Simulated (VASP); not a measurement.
# Re (Fm-3m) in VASP: notebook

Re is run at these levels: PBEsol; tasks: single point.

Program: VASP 6.6.1. These are calculated values, not measurements. Logs are shortened: lines on timing, memory, paths and dates and some standing lists are left out, and cuts for length are marked.

**1. The cell of the first run**

It takes space group Fm-3m (No. 225, cubic). The conventional cell has a = 3.412 Å, b = 3.412 Å, c = 3.412 Å, α = 90.00°, β = 90.00°, γ = 90.00°. Within 3.2 Å of Re (site symmetry m-3m) lie 12 Re at 2.41 Å.

**2. Single point, PBEsol (volume scaled by 0.68)**

INCAR

```
ALGO = Normal
EDIFF = 1E-6
ENCUT = 520
GGA = PS
ISIF = 2
ISMEAR = -1
LASPH = T
LCHARG = T
LELF = T
LREAL = F
LVHAR = T
LWAVE = F
NBANDS = 10
NELM = 100
PREC = Accurate
SIGMA = 0.05
```

KPOINTS

```
k-points
0
Gamma
  17 17 17
```

POSCAR

```
Re
1.0
    0.0000000000      1.7059608223      1.7059608223
    1.7059608223      0.0000000000      1.7059608223
    1.7059608223      1.7059608223      0.0000000000
Re
1
Direct
    0.0000000000      0.0000000000      0.0000000000
```

Potentials or basis: VASP PAW PBE potentials, release 64 (Re).

On the command line:

```sh
cat potpaw_PBE.64/Re/POTCAR > POTCAR
mpirun -np 1 vasp_std > vasp.out
```

OUTCAR:

```text
EDIFF = 1E-6
   ENCUT = 520
   GGA = PS
   ISIF = 2
   ISMEAR = -1
   LASPH = T
   LREAL = F
   NELM = 100
   PREC = Accurate

 ion  position               nearest neighbor table
   1  0.000  0.000  0.000-

  LATTYP: Found a face centered cubic cell.
 ALAT       =     3.4119216446

  Lattice vectors:

 A1 = (   0.0000000000,   1.7059608223,   1.7059608223)
 A2 = (   1.7059608223,   0.0000000000,   1.7059608223)
 A3 = (   1.7059608223,   1.7059608223,   0.0000000000)

Analysis of symmetry for initial positions (statically):
=====================================================================
 Subroutine PRICEL returns:
 Original cell was already a primitive cell.

 Routine SETGRP: Setting up the symmetry group for a
 face centered cubic supercell.

 Subroutine GETGRP returns: Found 48 space group operations
 (whereof 48 operations were pure point group operations)
 out of a pool of 48 trial point group operations.

The static configuration has the point symmetry O_h .

Analysis of symmetry for dynamics (positions and initial velocities):
=====================================================================
 Subroutine PRICEL returns:
 Original cell was already a primitive cell.

 Routine SETGRP: Setting up the symmetry group for a
 face centered cubic supercell.

 Subroutine GETGRP returns: Found 48 space group operations
 (whereof 48 operations were pure point group operations)
 out of a pool of 48 trial point group operations.

The dynamic configuration has the point symmetry O_h .

 Subroutine INISYM returns: Found 48 space group operations
 (whereof 48 operations are pure point group operations),
 and found     1 'primitive' translations

----------------------------------------------------------------------------------------

                                     Primitive cell

  volume of cell :       9.9297

  direct lattice vectors                    reciprocal lattice vectors
     0.000000000  1.705960822  1.705960822    -0.293089966  0.293089966  0.293089966
     1.705960822  0.000000000  1.705960822     0.293089966 -0.293089966  0.293089966
     1.705960822  1.705960822  0.000000000     0.293089966  0.293089966 -0.293089966

  length of vectors
     2.412592932  2.412592932  2.412592932     0.507646713  0.507646713  0.507646713

  position of ions in fractional coordinates (direct lattice)
     0.000000000  0.000000000  0.000000000

  ion indices of the primitive-cell ions
   primitive index   ion index
                 1           1

----------------------------------------------------------------------------------------

 KPOINTS: k-points

Automatic generation of k-mesh.
 Grid dimensions read from file:
 generate k-points for:   17   17   17

 Generating k-lattice:

  Cartesian coordinates                     Fractional coordinates (reciprocal lattice)
    -0.017240586  0.017240586  0.017240586     0.058823529  0.000000000  0.000000000
     0.017240586 -0.017240586  0.017240586     0.000000000  0.058823529  0.000000000
     0.017240586  0.017240586 -0.017240586     0.000000000  0.000000000  0.058823529

  Length of vectors
     0.029861571  0.029861571  0.029861571

  Shift w.r.t. Gamma in fractional coordinates (k-lattice)
     0.000000000  0.000000000  0.000000000

 Subroutine IBZKPT returns following result:
 ===========================================

 Found    165 irreducible k-points:

 Following reciprocal coordinates:
            Coordinates               Weight
  0.000000  0.000000  0.000000      1.000000
  0.058824  0.000000  0.000000      8.000000
  0.117647  0.000000  0.000000      8.000000
  0.176471  0.000000  0.000000      8.000000
  0.235294  0.000000  0.000000      8.000000
  0.294118  0.000000  0.000000      8.000000
[... 16 lines left out ...]
 -0.176471  0.058824  0.000000     24.000000
 -0.117647  0.058824  0.000000     24.000000
 [... further k-points ...]
   k-points           NKPTS =    165   k-points in BZ     NKDIM =    165   number of bands    NBANDS=     10
   number of dos      NEDOS =    301   number of ions     NIONS =      1
   total plane-waves  NPLWV =   5832
   dimension x,y,z NGX =    18 NGY =   18 NGZ =   18
   dimension x,y,z NGXF=    36 NGYF=   36 NGZF=   36
   ions per type =               1
   NGX,Y,Z   is equivalent  to a cutoff of  12.40, 12.40, 12.40 a.u.
   NGXF,Y,Z  is equivalent  to a cutoff of  24.81, 24.81, 24.81 a.u.
 SYSTEM =  unknown system
   PREC   = accura    normal or accurate (medium, high low for compatibility)
   ISTART =      0    job   : 0-new  1-cont  2-samecut
   ICHARG =      2    charge: 1-file 2-atom 10-const
   ISPIN  =      1    spin polarized calculation?
   LNONCOLLINEAR =      F non collinear calculations
   LSORBIT =      F    spin-orbit coupling
   LASPH  =      T    aspherical Exc in radial PAW
   ENCUT  =  520.0 eV  38.22 Ry    6.18 a.u.   4.49  4.49  4.49*2*pi/ulx,y,z
   NELM   =    100;   NELMIN=  2; NELMDL= -5     # of ELM steps
   EDIFF  = 0.1E-05   stopping-criterion for ELM
   LREAL  =      F    real-space projection
   EDIFFG = 0.1E-04   stopping-criterion for IOM
   NSW    =      0    number of steps for IOM
   IBRION =     -1    ionic relax: 0-MD 1-quasi-New 2-CG
   NFREE  =      0    steps in history (QN), initial steepest desc. (CG)
   ISIF   =      2    stress and relaxation
   ISYM   =      2    0-nonsym 1-usesym 2-fastsym
   POTIM  = 0.5000    time-step for ionic-motion
   TEBEG  =    0.0;   TEEND  =   0.0 temperature during run
   PSTRESS=    0.0 pullay stress
   NELECT =       7.0000    total number of electrons
   NUPDOWN=      -1.0000    fix difference up-down
   EMIN   =  10.00;   EMAX   =-10.00  energy-range for DOS
   EFERMI =   0.00;   METHOD = LEGACY
   ISMEAR =    -1;   SIGMA  =   0.05  broadening in eV -4-tet -1-fermi 0-gaus
   EFERMI_NEDOS =   21; number of points for ismear=-14 and -15
   IALGO  =     38    algorithm
   IMIX   =      4    mixing-type and parameters
     AMIX     =   0.40;   BMIX     =  1.00
     AMIX_MAG =   1.60;   BMIX_MAG =  1.00
  volume/ion in A,a.u.               =       9.93        67.01
  Fermi-wavevector in a.u.,A,eV,Ry     =   1.457008  2.753345 28.883412  2.122871
  Thomas-Fermi vector in A             =   2.573859
   LORBIT       =      0    0 simple, 1 ext, 2 COOP (PROOUT), +10 PAW based schemes
   GGA     = PS    functional components
   LHFCALC =     F    Hartree Fock is set to
   AEXX    =    0.0000 exact exchange contribution
   IVDW    =     0    specifies the selected vdW correction
   LEPSILON=     F    determine dielectric tensor
   LRPA    =     F    only Hartree local field effects (RPA)
 non-spin polarized calculation
  energy-cutoff  :      520.00
  volume of cell :        9.93
 maximum number of plane-waves:       283
 NGX is ok and might be reduce to    18
   NGX =  9   NGY =  9   NGZ =  9

 number of electron       6.9999999 magnetization

 Free energy of the ion-electron system (eV)
  ---------------------------------------------------
  ext. energy  EPLUGINS =         0.00000000
  ---------------------------------------------------
  free energy    TOTEN  =        -9.63403195 eV

  energy without entropy =       -9.62934619  energy(sigma->0) =       -9.63168907

 E-fermi :  13.9010     XC(G=0): -16.0557

 val. band max:       13.8862840875   @ k =   0.2941   0.2353   0.0588
 cond. band min:      13.9153881461   @ k =   0.2353   0.2353   0.0000
 fundamental gap:      0.0291040586
 Fermi energy:        13.9009552229

 k-point     1 :       0.0000    0.0000    0.0000
  band No.  band energies     occupation
      1       1.0251      2.00000
      2      10.2889      2.00000
      3      10.2889      2.00000
      4      10.2889      2.00000
      5      15.9529      0.00000
      6      15.9529      0.00000
      7      27.7410      0.00000
      8      35.9761      0.00000
      9      35.9761      0.00000
     10      35.9761      0.00000

 k-point     2 :       0.0588    0.0000    0.0000
  band No.  band energies     occupation
      1       1.2959      2.00000
      2      10.0965      2.00000
      3      10.4187      2.00000
      4      10.4187      2.00000
      5      15.8085      0.00000
      6      15.8085      0.00000
      7      28.2708      0.00000
      8      34.8079      0.00000
      9      36.4808      0.00000
     10      36.4808      0.00000

 k-point     3 :       0.1176    0.0000    0.0000
  band No.  band energies     occupation
      1       2.0395      2.00000
      2       9.6580      2.00000
      3      10.7489      2.00000
      4      10.7489      2.00000
      5      15.4950      0.00000
      6      15.4950      0.00000
      7      29.6165      0.00000
      8      33.0574      0.00000
      9      37.9235      0.00000
     10      37.9235      0.00000

 k-point     4 :       0.1765    0.0000    0.0000
  band No.  band energies     occupation
      1       3.0163      2.00000
      2       9.3374      2.00000
      3      11.0727      2.00000
      4      11.0727      2.00000
      5      15.3486      0.00000
      6      15.3486      0.00000
      7      30.0498      0.00000
      8      33.1300      0.00000
      9      40.1411      0.00000
     10      40.1411      0.00000
[... 222 lines left out ...]
 k-point    22 :      -0.2353    0.0588    0.0000
  band No.  band energies     occupation
      1       4.1546      2.00000
      2       9.5883      2.00000
      3      10.9926      2.00000
      4      11.1745      2.00000
      5      15.0752      0.00000
      6      17.2739      0.00000
      7      28.9782      0.00000
      8      36.5451      0.00000
      9      42.3244      0.00000
     10      45.3067      0.00000

 k-point    23 :      -0.1765    0.0588    0.0000
  band No.  band energies     occupation
      1       3.5538      2.00000
      2       9.0498      2.00000
      3      11.2193      2.00000
      4      11.2800      2.00000
      5      14.4969      0.00001
      6      16.3368      0.00000
      7      30.2096      0.00000
      8      33.9023      0.00000
      9      39.8117      0.00000
     10      42.2975      0.00000

 k-point    24 :      -0.1176    0.0588    0.0000
  band No.  band energies     occupation
      1       2.5794      2.00000
      2       9.2735      2.00000
      3      10.9614      2.00000
      4      11.0834      2.00000
      5      14.7159      0.00000
      6      15.9662      0.00000
      7      30.5330      0.00000
      8      32.7057      0.00000
      9      37.7121      0.00000
     10      39.6694      0.00000

 [... further k-points ...]
[... 5 lines left out ...]
  --------------------------------------------------------------------------------------
  -------------------------------------------------------------------------------------
  Total       21.7593881     21.7593881     21.7593881      0.0000000     -0.0000000     -0.0000000
  in kB     3510.9133043   3510.9133043   3510.9133043      0.0000000     -0.0000000     -0.0000000
  external PRESSURE =    3510.9133043 kB  Pullay stress =       0.0000000 kB

 VOLUME and BASIS-vectors are now :
 -----------------------------------------------------------------------------
  energy-cutoff  :      520.00
  volume of cell :        9.93
      direct lattice vectors                 reciprocal lattice vectors
     0.000000000  1.705960822  1.705960822    -0.293089966  0.293089966  0.293089966
     1.705960822  0.000000000  1.705960822     0.293089966 -0.293089966  0.293089966
     1.705960822  1.705960822  0.000000000     0.293089966  0.293089966 -0.293089966

 POSITION                                       TOTAL-FORCE (eV/Angst)
 -----------------------------------------------------------------------------------
      0.00000      0.00000      0.00000        -0.000000      0.000000     -0.000000
 -----------------------------------------------------------------------------------
    total drift:                                0.000000      0.000000      0.000000

  FREE ENERGIE OF THE ION-ELECTRON SYSTEM (eV)
  ---------------------------------------------------
  free  energy   TOTEN  =        -9.6340319541 eV

  energy  without entropy=       -9.6293461895  energy(sigma->0) =       -9.63168907
```

Wall time 20 s (1 thread of AMD EPYC 7R13 (Zen 3), shared host); peak memory 0.1 GiB.

Results:

```yaml
Free_energy: -9.6340 eV
Pressure: 351.1 GPa
```

Levels at points of the mesh, in eV from the Fermi level:
```tsv
k point	band 1	band 2	band 3	band 4	band 5	band 6	band 7	band 8	band 9
(0.00, 0.00, 0.00)	-12.88	-3.61	-3.61	-3.61	2.05	2.05	13.84	22.08	22.08
```

Caveat: the PAW data sets were made with another functional, which shifts forces and pressure a little; spin-orbit coupling is left out, which moves the levels of the heavy elements.

**3. Single point, PBEsol (volume scaled by 0.76)**

INCAR

```
PREC     = Accurate       # precision mode
ENCUT    = 520            # plane-wave cutoff, eV
EDIFF    = 1E-6           # SCF threshold, eV
ISMEAR   = -1             # smearing method
SIGMA    = 0.05           # smearing width, eV
LREAL    = False          # projectors in reciprocal space
LASPH    = True           # aspherical terms in the spheres
NELM     = 80             # most SCF steps
ALGO     = Normal         # electronic algorithm
ISIF     = 2              # what is computed and relaxed
LWAVE    = False          # write WAVECAR
LCHARG   = False          # write CHGCAR
GGA      = PS             # functional
NBANDS   = 10             # bands
```

KPOINTS

```
Automatic mesh
0
Gamma
  17 17 17
```

POSCAR

```
Re
1.0
    0.0000000000      1.7703967886      1.7703967886
    1.7703967886      0.0000000000      1.7703967886
    1.7703967886      1.7703967886      0.0000000000
Re
1
Direct
    0.0000000000      0.0000000000      0.0000000000
```

Potentials or basis: VASP PAW PBE potentials, release 64 (Re).

On the command line:

```sh
cat potpaw_PBE.64/Re/POTCAR > POTCAR
mpirun -np 1 vasp_std > vasp.out
```

OUTCAR:

```text
PREC = Accurate
   ENCUT = 520
   EDIFF = 1E-6
   ISMEAR = -1
   LREAL = False
   LASPH = True
   NELM = 80
   ISIF = 2
   GGA = PS

 ion  position               nearest neighbor table
   1  0.000  0.000  0.000-

  LATTYP: Found a face centered cubic cell.
 ALAT       =     3.5407935772

  Lattice vectors:

 A1 = (   0.0000000000,   1.7703967886,   1.7703967886)
 A2 = (   1.7703967886,   0.0000000000,   1.7703967886)
[... 479 lines left out ...]
 k-point    24 :      -0.1176    0.0588    0.0000
  band No.  band energies     occupation
      1       1.2066      2.00000
      2       8.1225      2.00000
      3       9.6103      2.00000
      4       9.6868      2.00000
      5      12.8605      0.00000
      6      13.9047      0.00000
      7      28.4418      0.00000
      8      30.3430      0.00000
      9      34.8986      0.00000
     10      36.6232      0.00000

 [... further k-points ...]
[... 5 lines left out ...]
  --------------------------------------------------------------------------------------
  -------------------------------------------------------------------------------------
  Total       13.7639933     13.7639933     13.7639933     -0.0000000      0.0000000      0.0000000
  in kB     1987.0701534   1987.0701534   1987.0701534     -0.0000000      0.0000000      0.0000000
  external PRESSURE =    1987.0701534 kB  Pullay stress =       0.0000000 kB

 VOLUME and BASIS-vectors are now :
 -----------------------------------------------------------------------------
  energy-cutoff  :      520.00
  volume of cell :       11.10
      direct lattice vectors                 reciprocal lattice vectors
     0.000000000  1.770396789  1.770396789    -0.282422564  0.282422564  0.282422564
     1.770396789  0.000000000  1.770396789     0.282422564 -0.282422564  0.282422564
     1.770396789  1.770396789  0.000000000     0.282422564  0.282422564 -0.282422564

 POSITION                                       TOTAL-FORCE (eV/Angst)
 -----------------------------------------------------------------------------------
      0.00000      0.00000      0.00000         0.000000      0.000000      0.000000
 -----------------------------------------------------------------------------------
    total drift:                               -0.000000     -0.000000     -0.000000

  FREE ENERGIE OF THE ION-ELECTRON SYSTEM (eV)
  ---------------------------------------------------
  free  energy   TOTEN  =       -11.5944029600 eV

  energy  without entropy=      -11.5891233769  energy(sigma->0) =      -11.59176317
```

stdout:

```text
POSCAR found type information on POSCAR Re
 POSCAR found :  1 types and       1 ions
 scaLAPACK will be used
 -----------------------------------------------------------------------------
|                                                                             |
|                                                                             |
|     You enforced a specific xc type in the INCAR file but a different       |
|     I HOPE YOU KNOW WHAT YOU ARE DOING!                                     |
|                                                                             |
 -----------------------------------------------------------------------------

 LDA part: xc-table for (Slater+PW92), standard interpolation
 POSCAR, INCAR and KPOINTS ok, starting setup
 FFT: planning ... GRIDC
 FFT: planning ... GRID_SOFT
 FFT: planning ... GRID
 WAVECAR not read
 entering main loop
 the old and the new charge density differ
 old charge density:     7.00000 new    7.00009
    0.297E+01
 the old and the new charge density differ
 old charge density:     7.00009 new    7.00000
    0.500E-01
```

Run time: 34 s. Hardware: 1 thread of AMD EPYC 7R13 (Zen 3), shared host; peak memory 0.11 GiB.

Results:

```
Free energy : -11.5944 eV
Pressure    : 198.7 GPa
```

Levels at points of the mesh, in eV from the Fermi level:
```csv
k point,band 1,band 2,band 3,band 4,band 5,band 6,band 7,band 8
"(0.00, 0.00, 0.00)",-12.18,-3.01,-3.01,-3.01,1.84,1.84,13.95,21.38
```

Caveat: the PAW data sets were made with another functional, which shifts forces and pressure a little; spin-orbit coupling is left out, which moves the levels of the heavy elements.

**4. Single point, PBEsol (volume scaled by 0.84)**

INCAR

```
PREC = Accurate
ENCUT = 520
EDIFF = 1E-6
ISMEAR = -1
SIGMA = 0.05
LREAL = F
LASPH = T
NELM = 100
ALGO = Normal
ISIF = 2
LWAVE = F
LCHARG = F
GGA = PS
NBANDS = 10
```

KPOINTS

```
regular mesh
0
Gamma
  17 17 17
```

POSCAR

```
Re
1.0
    0.0000000000      1.8304555104      1.8304555104
    1.8304555104      0.0000000000      1.8304555104
    1.8304555104      1.8304555104      0.0000000000
Re
1
Direct
    0.0000000000      0.0000000000      0.0000000000
```

On the command line:

```sh
cat potpaw_PBE.64/Re/POTCAR > POTCAR
mpirun -np 1 vasp_std > vasp.out
```

Run time: 24 s. Hardware: 1 thread of AMD EPYC 7R13 (Zen 3), shared host; peak memory 0.11 GiB.

It converged, with:

```yaml
Free_energy: -12.6664 eV
Pressure: 102.3 GPa
```

Levels at points of the mesh, in eV from the Fermi level:
```csv
k point,band 2,band 3,band 4,band 5,band 6,band 7
"(0.00, 0.00, 0.00)",-2.56,-2.56,-2.56,1.64,1.64,14.00
```

Caveat: the PAW data sets were made with another functional, which shifts forces and pressure a little; spin-orbit coupling is left out, which moves the levels of the heavy elements.

**5. Summary**

| cell | gap on the mesh (eV) | pressure (GPa) |
| --- | --- | --- |
| a = 2.413 Å, angles 60.0°, 1 atom | none | 351.1 |
| a = 2.504 Å, angles 60.0°, 1 atom | none | 198.7 |
| a = 2.589 Å, angles 60.0°, 1 atom | none | 102.3 |

Alike in all rows: task single point; level PBEsol; potentials or basis VASP PAW PBE potentials, release 64 (Re); no spin polarisation; k mesh 17 × 17 × 17; cutoff (eV) 520; smearing fermi-dirac 0.05 eV.

Caveats: the PAW data sets were made with another functional, which shifts forces and pressure a little; spin-orbit coupling is left out, which moves the levels of the heavy elements.

Absolute energies hang on the potentials; compare differences alone.
